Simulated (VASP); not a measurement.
NaH:

```xyz
2
Lattice="2.9869 0.0000 0.0000 0.0000 2.9869 0.0000 0.0000 0.0000 2.9480" Properties=species:S:1:pos:R:3 pbc="T T T"
Na    0.0000    0.0000    0.0000
H     1.4935    1.4935    1.4740
```

This cell differs from its parent crystal: epitaxial xy strain +1.9%.

Base run:

- Program: VASP 6.6.1
- Functional: HSE06
- Potentials or basis: VASP PAW PBE potentials, release 64 (Na_pv, H)
- Cutoff: 520 eV
- k mesh: 6 × 6 × 6
- Occupations: gaussian, width 0.01 eV
- Spin: no spin polarisation

Its results: band gap on the k mesh 1.82 eV, indirect (least direct gap 5.56 eV); pressure -0.7 GPa.

Problem. The run is repeated on the same cell with these changes: functional from HSE06 to r2SCAN; k mesh from 6 × 6 × 6 to 8 × 8 × 8. What comes out?

Solution. Band gap on the k mesh 1.56 eV, indirect (least direct gap 5.03 eV); pressure -1.3 GPa.

Several settings changed at once, so the effect can't be laid on one alone.

Caveats: the PAW data sets were made with another functional, which shifts forces and pressure a little.

A k mesh can miss the band edges.
